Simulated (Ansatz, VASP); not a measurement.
## Two plane-wave programs on Al2BP3

The input INCAR:

```
  ALGO = Normal
  EDIFF = 1E-6
  EDIFFG = -0.01
  ENCUT = 600
  GGA = PE
  IBRION = 2
  ISIF = 3
  ISMEAR = 0
  LASPH = True
  LCHARG = False
  LREAL = False
  LWAVE = False
  NELM = 80
  NSW = 100
  PREC = Accurate
  SIGMA = 0.1
```

The input KPOINTS:

```
k-points
0
Gamma
  12 12 4
```

POSCAR

```
Al2BP3
1.0
    3.0131248833      0.0000000000      0.0000000000
    0.0000000000      3.0131248833      0.0000000000
    0.0000000000      0.0000000000      8.7828453742
Al B P
2 1 3
Direct
    0.0000000000      0.0000000000      0.3176250105
    0.0000000000      0.0000000000      0.6823749895
    0.0000000000      0.0000000000      0.0000000000
    0.5000000000      0.5000000000      0.1282382924
    0.5000000000      0.5000000000      0.5000000000
    0.5000000000      0.5000000000      0.8717617076
```

Input for Ansatz:

```yaml
crystal:
  lattice:
    - [3.0131248833, 0.0, 0.0]
    - [0.0, 3.0131248833, 0.0]
    - [0.0, 0.0, 8.7828453742]
  atoms:
    - { symbol: Al, position: [0.0, 0.0, 0.3176250105] }
    - { symbol: Al, position: [0.0, 0.0, 0.6823749895] }
    - { symbol: B, position: [0.0, 0.0, 0.0] }
    - { symbol: P, position: [0.5, 0.5, 0.1282382924] }
    - { symbol: P, position: [0.5, 0.5, 0.5] }
    - { symbol: P, position: [0.5, 0.5, 0.8717617076] }
basis:
  ecutwfc: 420
kpoints:
  mp_grid: { grid: [12, 12, 4] }
hamiltonian:
  xc: pbe
scf:
  occupations: { method: gaussian, width: 0.1 }
output:
  forces: true
  stress: true
  eigenvalues: true
  write_density: true
  write_potential: true
  elf: true
  volumetric_format: npy
relax:
  adjacent_minimum: "off"
  f_tol: 0.01
  max_steps: 80
  cell: { stress_tol: 0.05 }
```

Change from the starting cell: species swapped into the Mg3HgAu2 type (P4/mmm, No. 123).

Alike in both runs: task relaxation of cell and atoms; functional PBE; k mesh 12 × 12 × 4; occupations gaussian, width 0.1 eV; no spin polarisation.

|  | VASP | Ansatz |
| --- | --- | --- |
| version | VASP 6.6.1 | Ansatz 0.2.0 |
| potentials or method | VASP PAW PBE potentials, release 64 (Al, B, P), cutoff 600 eV | scalar-relativistic, plane waves, PAW |
| valence electrons in the cell | 24 | 24 |

|  | VASP | Ansatz | Ansatz less VASP |
| --- | --- | --- | --- |
| gap on the k mesh at the Fermi level, each at its own relaxed structure (eV) | none | none | - |
| relaxed volume (Å³/atom) | 13.33 | 13.34 | +0.009 |
| relaxed cell length with the largest relative difference (Å) | 2.969 | 2.971 | +0.0017 |

A gap of «none» marks a metal or a gap that the smearing closes.

Noted on VASP's run: too few bands were computed for a metal, which touches its energy and stress.
